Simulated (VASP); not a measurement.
Write the native input for VASP 6.6.1 that does the following.

```
Task                   : single point
Functional             : r2SCAN
Potentials or basis    : VASP PAW PBE potentials, release 64 (Au)
Cutoff                 : 520 eV
k mesh                 : 20 × 20 × 20
Occupations            : gaussian, width 0.15 eV
Spin                   : no spin polarisation
Dipole correction      : no
Further INCAR settings : ALGO = Normal; EDIFF = 1e-06; NBANDS = 12
```

The system is Au.

```xyz
1
Lattice="-1.6573 1.7443 1.6573 1.6573 -1.7443 1.6573 1.6573 1.7443 -1.6573" Properties=species:S:1:pos:R:3 pbc="T T T"
Au    0.0000    0.0000    0.0000
```

This cell differs from its parent crystal: strain +0.0525 x Voigt [0, 1, 0, 0, 0, 0].

These files were run (other wordings do the same):

POSCAR

```
Au
1.0
   -1.6572690000      1.7442756225      1.6572690000
    1.6572690000     -1.7442756225      1.6572690000
    1.6572690000      1.7442756225     -1.6572690000
Au
1
Direct
    0.0000000000      0.0000000000      0.0000000000
```

INCAR.step1

```
PREC = Accurate ; ENCUT = 520
ISMEAR = 0 ; SIGMA = 0.15
LREAL = False ; LASPH = True
NELM = 80 ; NBANDS = 12
GGA = PE ; ALGO = Normal
EDIFF = 1E-4 ; LWAVE = True
LCHARG = False
```

INCAR.step2

```
PREC = Accurate ; ENCUT = 520
EDIFF = 1E-6 ; ISMEAR = 0
SIGMA = 0.15 ; LREAL = False
LASPH = True ; NELM = 80
ALGO = Normal ; ISIF = 2
LWAVE = False ; LCHARG = False
METAGGA = R2SCAN ; LMIXTAU = True
NBANDS = 12 ; ISTART = 1
```

KPOINTS

```
Automatic mesh
0
Gamma
  20 20 20
```

Potentials or basis: VASP PAW PBE potentials, release 64 (Au).

Run with:

```console
$ cat potpaw_PBE.64/Au/POTCAR > POTCAR
$ cp INCAR.step1 INCAR
$ mpirun -np 1 vasp_std > vasp.out
$ cp INCAR.step2 INCAR
$ mpirun -np 1 vasp_std > vasp.out
```

Results of the run:

```yaml
Pressure: -9.8 GPa
Band_gap_on_the_k_mesh: zero (an odd number of electrons rules out a gap without spin polarisation)
```

Caveat: the cell differs from its parent crystal (strain +0.0525 x Voigt [0, 1, 0, 0, 0, 0]); the cell stands under tension; the PAW data sets were made with another functional, which shifts forces and pressure a little; spin-orbit coupling is left out, which moves the levels of the heavy elements.

It took 2.4 min on 1 thread of Intel(R) Xeon(R) 6975P-C (Granite Rapids), on a shared host, peak memory 0.26 GiB.
